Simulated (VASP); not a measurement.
# KTaO3 (P4/mmm) in VASP: a series of runs

KTaO3 is run at these levels: LDA; tasks: electric field gradients.

Program: VASP 6.6.1. These are calculated values, not measurements. Logs are shortened: lines on timing, memory, paths and dates and some standing lists are left out, and cuts for length are marked.

## 1. The cell of the first run

It takes space group P4/mmm (No. 123, tetragonal). The conventional cell has a = 3.988 Å, b = 3.988 Å, c = 4.028 Å, α = 90.00°, β = 90.00°, γ = 90.00°. Within 3.7 Å of K (site symmetry 4/mmm) lie 12 O at 2.82 to 2.83 Å and 8 Ta at 3.47 Å. Ta (site symmetry 4/mmm) has 6 O at 1.99 to 2.01 Å within 2.6 Å. Within 2.6 Å of O (site symmetry mmm) lie 2 Ta at 1.99 Å. Within 2.7 Å of O (site symmetry 4/mmm) lie 2 Ta at 2.01 Å.

## 2. Electric field gradients, LDA (zz strain of +1 %)

The input, INCAR:

```
PREC = Accurate
ENCUT = 520
EDIFF = 1E-8
ISMEAR = -1
SIGMA = 0.01
LREAL = False
LASPH = True
NELM = 60
ALGO = Normal
ISIF = 2
LWAVE = False
LCHARG = False
LEFG = True
NBANDS = 27
```

The input, KPOINTS:

```
Automatic mesh
0
Gamma
  5 5 5
```

The input, POSCAR:

```
KTaO3
1.0
    3.9883000000      0.0000000000      0.0000000000
    0.0000000000      3.9883000000      0.0000000000
    0.0000000000      0.0000000000      4.0281830000
K Ta O
1 1 3
Direct
    0.5000000000      0.5000000000      0.5000000000
    0.0000000000      0.0000000000      0.0000000000
    0.5000000000      0.0000000000      0.0000000000
    0.0000000000      0.5000000000      0.0000000000
    0.0000000000      0.0000000000      0.5000000000
```

Potentials or basis: VASP PAW LDA potentials, release 64 (K_sv, Ta_pv, O).

Command:

```
$ cat potpaw_LDA.64/K_sv/POTCAR potpaw_LDA.64/Ta_pv/POTCAR potpaw_LDA.64/O/POTCAR > POTCAR
$ mpirun -np 1 vasp_std > vasp.out
```

OUTCAR:

```text
PREC = Accurate
   ENCUT = 520
   EDIFF = 1E-8
   ISMEAR = -1
   LREAL = False
   LASPH = True
   NELM = 60
   ISIF = 2

 ion  position               nearest neighbor table
   1  0.500  0.500  0.500-   5 2.82   5 2.82   5 2.82   5 2.82   4 2.83   3 2.83   4 2.83   3 2.83
                             4 2.83   3 2.83   4 2.83   3 2.83   2 3.47   2 3.47   2 3.47   2 3.47
   2  0.000  0.000  0.000-   3 1.99   4 1.99   4 1.99   3 1.99   5 2.01   5 2.01   1 3.47   1 3.47
                             1 3.47   1 3.47   1 3.47   1 3.47   1 3.47   1 3.47
   3  0.500  0.000  0.000-   2 1.99   2 1.99   1 2.83   1 2.83   1 2.83   1 2.83
   4  0.000  0.500  0.000-   2 1.99   2 1.99   1 2.83   1 2.83   1 2.83   1 2.83
   5  0.000  0.000  0.500-   2 2.01   2 2.01   1 2.82   1 2.82   1 2.82   1 2.82

  LATTYP: Found a simple tetragonal cell.
 ALAT       =     3.9883000000
 C/A-ratio  =     1.0100000000

  Lattice vectors:

 A1 = (   3.9883000000,   0.0000000000,   0.0000000000)
 A2 = (   0.0000000000,   3.9883000000,   0.0000000000)
 A3 = (   0.0000000000,   0.0000000000,   4.0281830000)

Analysis of symmetry for initial positions (statically):
=====================================================================
 Subroutine PRICEL returns:
 Original cell was already a primitive cell.

 Routine SETGRP: Setting up the symmetry group for a
 simple tetragonal supercell.

 Subroutine GETGRP returns: Found 16 space group operations
 (whereof 16 operations were pure point group operations)
 out of a pool of 16 trial point group operations.

The static configuration has the point symmetry D_4h.

Analysis of symmetry for dynamics (positions and initial velocities):
=====================================================================
 Subroutine PRICEL returns:
 Original cell was already a primitive cell.

 Routine SETGRP: Setting up the symmetry group for a
 simple tetragonal supercell.

 Subroutine GETGRP returns: Found 16 space group operations
 (whereof 16 operations were pure point group operations)
 out of a pool of 16 trial point group operations.

The dynamic configuration has the point symmetry D_4h.

 Subroutine INISYM returns: Found 16 space group operations
 (whereof 16 operations are pure point group operations),
 and found     1 'primitive' translations

----------------------------------------------------------------------------------------

                                     Primitive cell

  volume of cell :      64.0744

  direct lattice vectors                    reciprocal lattice vectors
     3.988300000  0.000000000  0.000000000     0.250733395  0.000000000  0.000000000
     0.000000000  3.988300000  0.000000000     0.000000000  0.250733395  0.000000000
     0.000000000  0.000000000  4.028183000     0.000000000  0.000000000  0.248250886

  length of vectors
     3.988300000  3.988300000  4.028183000     0.250733395  0.250733395  0.248250886

  position of ions in fractional coordinates (direct lattice)
     0.500000000  0.500000000  0.500000000
     0.000000000  0.000000000  0.000000000
     0.500000000  0.000000000  0.000000000
     0.000000000  0.500000000  0.000000000
     0.000000000  0.000000000  0.500000000

  ion indices of the primitive-cell ions
   primitive index   ion index
                 1           1
                 2           2
                 3           3
                 4           4
                 5           5

----------------------------------------------------------------------------------------

 KPOINTS: Automatic mesh

Automatic generation of k-mesh.
 Grid dimensions read from file:
 generate k-points for:    5    5    5

 Generating k-lattice:

[... 42 lines left out ...]
   NGX,Y,Z   is equivalent  to a cutoff of  12.51, 12.51, 12.38 a.u.
   NGXF,Y,Z  is equivalent  to a cutoff of  25.01, 25.01, 24.76 a.u.
 SYSTEM =  unknown system
   PREC   = accura    normal or accurate (medium, high low for compatibility)
   ISTART =      0    job   : 0-new  1-cont  2-samecut
   ICHARG =      2    charge: 1-file 2-atom 10-const
   ISPIN  =      1    spin polarized calculation?
   LNONCOLLINEAR =      F non collinear calculations
   LSORBIT =      F    spin-orbit coupling
   LASPH  =      T    aspherical Exc in radial PAW
   ENCUT  =  520.0 eV  38.22 Ry    6.18 a.u.   7.42  7.42  7.49*2*pi/ulx,y,z
   NELM   =     60;   NELMIN=  2; NELMDL= -5     # of ELM steps
   EDIFF  = 0.1E-07   stopping-criterion for ELM
   LREAL  =      F    real-space projection
   EDIFFG = 0.1E-06   stopping-criterion for IOM
   NSW    =      0    number of steps for IOM
   IBRION =     -1    ionic relax: 0-MD 1-quasi-New 2-CG
   NFREE  =      0    steps in history (QN), initial steepest desc. (CG)
   ISIF   =      2    stress and relaxation
   ISYM   =      2    0-nonsym 1-usesym 2-fastsym
   POTIM  = 0.5000    time-step for ionic-motion
   TEBEG  =    0.0;   TEEND  =   0.0 temperature during run
   PSTRESS=    0.0 pullay stress
   NELECT =      38.0000    total number of electrons
   NUPDOWN=      -1.0000    fix difference up-down
   EMIN   =  10.00;   EMAX   =-10.00  energy-range for DOS
   EFERMI =   0.00;   METHOD = LEGACY
   ISMEAR =    -1;   SIGMA  =   0.01  broadening in eV -4-tet -1-fermi 0-gaus
   EFERMI_NEDOS =   21; number of points for ismear=-14 and -15
   IALGO  =     38    algorithm
   IMIX   =      4    mixing-type and parameters
     AMIX     =   0.40;   BMIX     =  1.00
     AMIX_MAG =   1.60;   BMIX_MAG =  1.00
  volume/ion in A,a.u.               =      12.81        86.48
  Fermi-wavevector in a.u.,A,eV,Ry     =   1.375438  2.599201 25.739914  1.891830
  Thomas-Fermi vector in A             =   2.500774
   LORBIT       =      0    0 simple, 1 ext, 2 COOP (PROOUT), +10 PAW based schemes
   GGA     = CA    functional components
   LHFCALC =     F    Hartree Fock is set to
   AEXX    =    0.0000 exact exchange contribution
   IVDW    =     0    specifies the selected vdW correction
   LEPSILON=     F    determine dielectric tensor
   LRPA    =     F    only Hartree local field effects (RPA)
 non-spin polarized calculation
  energy-cutoff  :      520.00
  volume of cell :       64.07
 maximum number of plane-waves:      1743
 NGX is ok and might be reduce to    30
   NGX = 15   NGY = 15   NGZ = 15

 number of electron      37.9999977 magnetization

 Free energy of the ion-electron system (eV)
  ---------------------------------------------------
  ext. energy  EPLUGINS =         0.00000000
  ---------------------------------------------------
  free energy    TOTEN  =       -45.01108326 eV

  energy without entropy =      -45.01108326  energy(sigma->0) =      -45.01108326

 E-fermi :   1.6433     XC(G=0): -11.3787

 val. band max:        1.3433982875   @ k =   0.4000   0.4000   0.4000
 cond. band min:       3.4466722651   @ k =   0.0000   0.0000   0.0000
 fundamental gap:      2.1032739776
 Fermi energy:         1.6433171270

 k-point     1 :       0.0000    0.0000    0.0000
  band No.  band energies     occupation
      1     -32.5123      2.00000
      2     -32.5123      2.00000
      3     -32.4959      2.00000
      4     -25.4262      2.00000
      5     -15.7735      2.00000
      6     -15.0782      2.00000
[... 529 lines left out ...]
     26      12.3441      0.00000
     27      13.0684      0.00000

------------------------ aborting loop because EDIFF is reached ----------------------------------------

  FORCE on cell =-STRESS in cart. coord.  units (eV):
  Direction    XX          YY          ZZ          XY          YZ          ZX
  --------------------------------------------------------------------------------------
  -------------------------------------------------------------------------------------
  Total       -2.0590301     -2.0590301     -3.4628476      0.0000000      0.0000000      0.0000000
  in kB      -51.4859165    -51.4859165    -86.5882838      0.0000000      0.0000000      0.0000000
  external PRESSURE =     -63.1867056 kB  Pullay stress =       0.0000000 kB

 VOLUME and BASIS-vectors are now :
 -----------------------------------------------------------------------------
  energy-cutoff  :      520.00
  volume of cell :       64.07
      direct lattice vectors                 reciprocal lattice vectors
     3.988300000  0.000000000  0.000000000     0.250733395  0.000000000  0.000000000
     0.000000000  3.988300000  0.000000000     0.000000000  0.250733395  0.000000000
     0.000000000  0.000000000  4.028183000     0.000000000  0.000000000  0.248250886

 POSITION                                       TOTAL-FORCE (eV/Angst)
 -----------------------------------------------------------------------------------
      1.99415      1.99415      2.01409         0.000000      0.000000      0.000000
      0.00000      0.00000      0.00000         0.000000      0.000000      0.000000
      1.99415      0.00000      0.00000         0.000000      0.000000      0.000000
      0.00000      1.99415      0.00000         0.000000      0.000000      0.000000
      0.00000      0.00000      2.01409         0.000000      0.000000      0.000000
 -----------------------------------------------------------------------------------
    total drift:                                0.000000     -0.000000      0.000000

  FREE ENERGIE OF THE ION-ELECTRON SYSTEM (eV)
  ---------------------------------------------------
  free  energy   TOTEN  =       -45.0110832624 eV

  energy  without entropy=      -45.0110832624  energy(sigma->0) =      -45.01108326

 Electric field gradients (V/A^2)
---------------------------------------------------------------------
 ion       V_xx      V_yy      V_zz      V_xy      V_xz      V_yz
---------------------------------------------------------------------
   1      -0.539    -0.539     1.077     0.000    -0.000     0.000
   2     -27.125   -27.125    54.250    -0.000    -0.000     0.000
   3      14.151    -8.411    -5.740    -0.000     0.000     0.000
   4      -8.411    14.151    -5.740    -0.000    -0.000    -0.000
   5     -10.127   -10.127    20.254    -0.000     0.000     0.000
---------------------------------------------------------------------

 Electric field gradients after diagonalization (V/A^2)
 (convention: |V_zz| > |V_xx| > |V_yy|)
----------------------------------------------------------------------
 ion       V_xx      V_yy      V_zz     asymmetry (V_yy - V_xx)/ V_zz
----------------------------------------------------------------------
   1      -0.539    -0.539     1.077       0.000
   2     -27.125   -27.125    54.250       0.000
   3      -8.411    -5.740    14.151       0.189
   4      -8.411    -5.740    14.151       0.189
   5     -10.127   -10.127    20.254       0.000
----------------------------------------------------------------------

           NMR quadrupolar parameters

 Cq : quadrupolar parameter    Cq=e*Q*V_zz/h
 eta: asymmetry parameters     (V_yy - V_xx)/ V_zz
 Q  : nuclear electric quadrupole moment in mb (millibarn)
----------------------------------------------------------------------
 ion       Cq(MHz)       eta       Q (mb)
----------------------------------------------------------------------
   1       0.003       0.000       1.000
   2       0.131       0.000       1.000
   3       0.034       0.189       1.000
   4       0.034       0.189       1.000
   5       0.049       0.000       1.000
----------------------------------------------------------------------
```

Run time: 44 s. Hardware: 1 thread of Intel Xeon 8259CL, shared host; peak memory 0.17 GiB.

Results:

```
Free energy                             : -45.0111 eV
Pressure                                : -6.3 GPa
Band gap on the k mesh                  : 2.10 eV (least direct gap 2.62 eV)
Largest electric field gradient by atom : K +1.1; Ta +54.2; O +14.2, +20.3 (each value once) V/Å²
```

Levels at points of the mesh, in eV from the valence-band top:
```tsv
k point	band 17	band 18	band 19	band 20	band 21	band 22
(0.00, 0.00, 0.00)	-0.53	-0.51	-0.51	2.10	2.10	2.12
```

Electric field gradients, principal values (V/Å²):
```tsv
atom	least	middle	greatest (by size)
1 K	-0.539	-0.539	1.077
2 Ta	-27.125	-27.125	54.250
3 O	-5.740	-8.411	14.151
4 O	-5.740	-8.411	14.151
5 O	-10.127	-10.127	20.254
```

Caveat: the cell differs from its parent crystal (zz strain of +1 %); the cell stands under tension; without QUAD_EFG the Cq values of the log hold for a quadrupole moment of 1 mb, not for the nuclei; spin-orbit coupling is left out, which moves the levels of the heavy elements; an odd mesh through Γ misses points on the zone boundary, where band edges can lie.

## 3. Electric field gradients, LDA (zz strain of +3 %)

The input, INCAR:

```
SYSTEM = KTaO3
PREC = Accurate
ENCUT = 520
EDIFF = 1E-8
ISMEAR = -1
SIGMA = 0.01
LREAL = .False.
LASPH = .True.
NELM = 60
ALGO = Normal
ISIF = 2
LWAVE = .False.
LCHARG = .False.
GGA = CA
LEFG = .True.
NBANDS = 27
```

The input, KPOINTS:

```
Automatic mesh
0
Gamma
  5 5 5
  0 0 0
```

POSCAR: that of step 2 with these lines changed.

```diff
@@ -4,3 +4,3 @@
     0.0000000000      3.9883000000      0.0000000000
-    0.0000000000      0.0000000000      4.0281830000
+    0.0000000000      0.0000000000      4.1079490000
 K Ta O
```

Potentials or basis: VASP PAW LDA potentials, release 64 (K_sv, Ta_pv, O).

Command:

```
$ cat potpaw_LDA.64/K_sv/POTCAR potpaw_LDA.64/Ta_pv/POTCAR potpaw_LDA.64/O/POTCAR > POTCAR
$ mpirun -np 1 vasp_std > vasp.out
```

OUTCAR:

```text
SYSTEM = KTaO3
   PREC = Accurate
   ENCUT = 520
   EDIFF = 1E-8
   ISMEAR = -1
   LREAL = .False.
   LASPH = .True.
   NELM = 60
   ISIF = 2
   GGA = CA

 ion  position               nearest neighbor table
   1  0.500  0.500  0.500-   5 2.82   5 2.82   5 2.82   5 2.82   4 2.86   3 2.86   4 2.86   3 2.86
                             4 2.86   3 2.86   4 2.86   3 2.86   2 3.49   2 3.49   2 3.49   2 3.49
   2  0.000  0.000  0.000-   3 1.99   4 1.99   4 1.99   3 1.99   5 2.05   5 2.05   1 3.49   1 3.49
                             1 3.49   1 3.49   1 3.49   1 3.49   1 3.49   1 3.49
   3  0.500  0.000  0.000-   2 1.99   2 1.99   1 2.86   1 2.86   1 2.86   1 2.86
   4  0.000  0.500  0.000-   2 1.99   2 1.99   1 2.86   1 2.86   1 2.86   1 2.86
   5  0.000  0.000  0.500-   2 2.05   2 2.05   1 2.82   1 2.82   1 2.82   1 2.82

  LATTYP: Found a simple tetragonal cell.
[... 771 lines left out ...]
   4     -10.522    13.085    -2.563     0.000     0.000     0.000
   5     -15.426   -15.426    30.853    -0.000     0.000    -0.000
---------------------------------------------------------------------

 Electric field gradients after diagonalization (V/A^2)
 (convention: |V_zz| > |V_xx| > |V_yy|)
----------------------------------------------------------------------
 ion       V_xx      V_yy      V_zz     asymmetry (V_yy - V_xx)/ V_zz
----------------------------------------------------------------------
   1      -1.671    -1.671     3.342       0.000
   2     -76.620   -76.620   153.239       0.000
   3     -10.522    -2.563    13.085       0.608
   4     -10.522    -2.563    13.085       0.608
   5     -15.426   -15.426    30.853       0.000
----------------------------------------------------------------------

           NMR quadrupolar parameters

 Cq : quadrupolar parameter    Cq=e*Q*V_zz/h
 eta: asymmetry parameters     (V_yy - V_xx)/ V_zz
 Q  : nuclear electric quadrupole moment in mb (millibarn)
----------------------------------------------------------------------
 ion       Cq(MHz)       eta       Q (mb)
----------------------------------------------------------------------
   1       0.008       0.000       1.000
   2       0.371       0.000       1.000
   3       0.032       0.608       1.000
   4       0.032       0.608       1.000
   5       0.075       0.000       1.000
----------------------------------------------------------------------
```

OSZICAR:

```text
N       E                     dE             d eps       ncg     rms          rms(c)
DAV:   1     0.325065653855E+03    0.32507E+03   -0.20568E+04   972   0.140E+03
DAV:   2    -0.333515128615E+02   -0.35842E+03   -0.34373E+03  1146   0.414E+02
DAV:   3    -0.527116225653E+02   -0.19360E+02   -0.19253E+02  1362   0.917E+01
DAV:   4    -0.533480110724E+02   -0.63639E+00   -0.63537E+00  1624   0.112E+01
DAV:   5    -0.533518207557E+02   -0.38097E-02   -0.38091E-02  1251   0.878E-01    0.322E+01
DAV:   6    -0.453408634065E+02    0.80110E+01   -0.34951E+01  1108   0.386E+01    0.125E+01
DAV:   7    -0.450343199264E+02    0.30654E+00   -0.22640E+00  1247   0.911E+00    0.875E+00
DAV:   8    -0.449386447016E+02    0.95675E-01   -0.46815E-01  1184   0.546E+00    0.253E+00
DAV:   9    -0.449166914547E+02    0.21953E-01   -0.41587E-02  1200   0.162E+00    0.346E-01
DAV:  10    -0.449148172826E+02    0.18742E-02   -0.17077E-02  1291   0.819E-01    0.210E-01
DAV:  11    -0.449146190470E+02    0.19824E-03   -0.15618E-03  1339   0.232E-01    0.641E-02
DAV:  12    -0.449145952264E+02    0.23821E-04   -0.13194E-04  1330   0.838E-02    0.194E-02
DAV:  13    -0.449145940825E+02    0.11439E-05   -0.17599E-05  1266   0.278E-02    0.813E-03
DAV:  14    -0.449145935123E+02    0.57015E-06   -0.24763E-06  1188   0.116E-02    0.199E-03
DAV:  15    -0.449145935146E+02   -0.22369E-08   -0.11941E-07  1344   0.260E-03    0.181E-03
DAV:  16    -0.449145935062E+02    0.83382E-08   -0.22036E-08  1030   0.113E-03
   1 F= -.44914594E+02 E0= -.44914594E+02  d E =-.446420E-14
```

Run time: 43 s. Hardware: 1 thread of Intel Xeon 8259CL, shared host; peak memory 0.17 GiB.

Results:

```
Free energy                             : -44.9146 eV
Pressure                                : -9.6 GPa
Band gap on the k mesh                  : 2.04 eV (least direct gap 2.55 eV)
Largest electric field gradient by atom : K +3.3; Ta +153.2; O +13.1, +30.9 (each value once) V/Å²
```

Stress tensor (GPa, compression positive):
```
 -6.47   0.00   0.00
  0.00  -6.47   0.00
  0.00   0.00 -15.81
```

Levels at points of the mesh, in eV from the valence-band top:
```csv
k point,band 16,band 17,band 18,band 19,band 20,band 21,band 22,band 23
"(0.00, 0.00, 0.00)",-0.89,-0.55,-0.50,-0.50,2.04,2.04,2.08,5.99
```

Electric field gradients, principal values (V/Å²):
| atom | least | middle | greatest (by size) |
| --- | --- | --- | --- |
| 1 K | -1.671 | -1.671 | 3.342 |
| 2 Ta | -76.620 | -76.620 | 153.239 |
| 3 O | -2.563 | -10.522 | 13.085 |
| 4 O | -2.563 | -10.522 | 13.085 |
| 5 O | -15.426 | -15.426 | 30.853 |

Caveat: the cell differs from its parent crystal (zz strain of +3 %); the cell stands under tension; without QUAD_EFG the Cq values of the log hold for a quadrupole moment of 1 mb, not for the nuclei; spin-orbit coupling is left out, which moves the levels of the heavy elements; an odd mesh through Γ misses points on the zone boundary, where band edges can lie.
